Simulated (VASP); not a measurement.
MgB2 (pbesol), 3 atoms in the cell. The structure is hexagonal, space group P6/mmm (No. 191). The conventional cell has a = 3.085 Å, b = 3.085 Å, c = 3.523 Å, α = 90.00°, β = 90.00°, γ = 120.00°. Mg (site symmetry 6/mmm) has 12 B at 2.51 Å and 6 Mg at 3.08 to 3.09 Å within 3.3 Å. Within 2.4 Å of B (site symmetry -6m2) lie 3 B at 1.78 Å. 

```yaml
Program: VASP 6.6.1
Task: relaxation of cell and atoms
Functional: PBEsol
Potentials_or_basis: VASP PAW PBE potentials, release 64 (Mg, B)
Cutoff: 600 eV
k_mesh: 15 × 15 × 12
Occupations: gaussian, width 0.1 eV
Spin: no spin polarisation
Dipole_correction: no
Further_INCAR_settings: ALGO = Normal; EDIFF = 1e-06; IBRION = 2; EDIFFG = -0.002; NSW = 100; ISIF = 3
```

Potentials or basis: VASP PAW PBE potentials, release 64 (Mg, B).

Run with:

```console
$ cat potpaw_PBE.64/Mg/POTCAR potpaw_PBE.64/B/POTCAR > POTCAR
$ mpirun -np 1 vasp_std > vasp.out
```

Hardware: 1 thread of AMD EPYC 7R13 Processor (Zen 3), on a shared host.

Problem. Estimate the wall time of this run.

Solution. It took 110 s on 1 thread of AMD EPYC 7R13 Processor (Zen 3) (shared host), peak memory 0.18 GiB. Counts: scf iterations 34, k points 189, ion steps 7.
